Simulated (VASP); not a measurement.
Set up this calculation in VASP 6.6.1, as the native input.

```
Task                   : single point
Functional             : PBE
Potentials or basis    : VASP PAW PBE potentials, release 64 (Ga_d, P, As)
Cutoff                 : 520 eV
k mesh                 : 4 × 4 × 2
Occupations            : gaussian, width 0.1 eV
Spin                   : no spin polarisation
Dipole correction      : no
Further INCAR settings : ALGO = Normal; EDIFF = 1e-07; NBANDS = 46
```

The structure of Ga4As3P lies in POSCAR:

```
Ga4As3P
1.0
    4.0357086897      0.0000000000      0.0000000000
    0.0000000000      4.0357086897      0.0000000000
    0.0000000000      0.0000000000     11.2582632365
Ga P As
4 1 3
Direct
    0.5000000000      0.0000000000      0.8813723394
    0.0000000000      0.5000000000      0.1186276606
    0.5000000000      0.0000000000      0.3728356427
    0.0000000000      0.5000000000      0.6271643573
    0.5000000000      0.5000000000      0.0000000000
    0.0000000000      0.0000000000      0.2458193610
    0.5000000000      0.5000000000      0.5000000000
    0.0000000000      0.0000000000      0.7541806390
```

The input as run:

INCAR

```
SYSTEM = Ga4As3P
ALGO     = Normal         ! electronic algorithm
EDIFF    = 1E-7           ! SCF threshold, eV
ENCUT    = 520            ! plane-wave cutoff, eV
GGA      = PE             ! functional
ISIF     = 2              ! what is computed and relaxed
ISMEAR   = 0              ! smearing method
LASPH    = .True.         ! aspherical terms in the spheres
LCHARG   = .False.        ! write CHGCAR
LREAL    = .False.        ! projectors in reciprocal space
LWAVE    = .False.        ! write WAVECAR
NBANDS   = 46             ! bands
NELM     = 80             ! most SCF steps
PREC     = Accurate       ! precision mode
SIGMA    = 0.1            ! smearing width, eV
```

KPOINTS

```
k-points
0
Gamma
  4 4 2
  0 0 0
```

Potentials or basis: VASP PAW PBE potentials, release 64 (Ga_d, P, As).

Command:

```sh
$ cat potpaw_PBE.64/Ga_d/POTCAR potpaw_PBE.64/P/POTCAR potpaw_PBE.64/As/POTCAR > POTCAR
$ mpirun -np 1 vasp_std > vasp.out
```

Results of the run:

```json
{"Pressure": "0.3 GPa", "Largest force": "0.053 eV/Å", "Band gap on the k mesh": "0.47 eV"}
```

Caveat: semilocal functionals underestimate gaps, and a narrow one can read as zero.

It took 4.2 min on 1 thread of Intel Xeon 8259CL (shared host), peak memory 0.3 GiB.
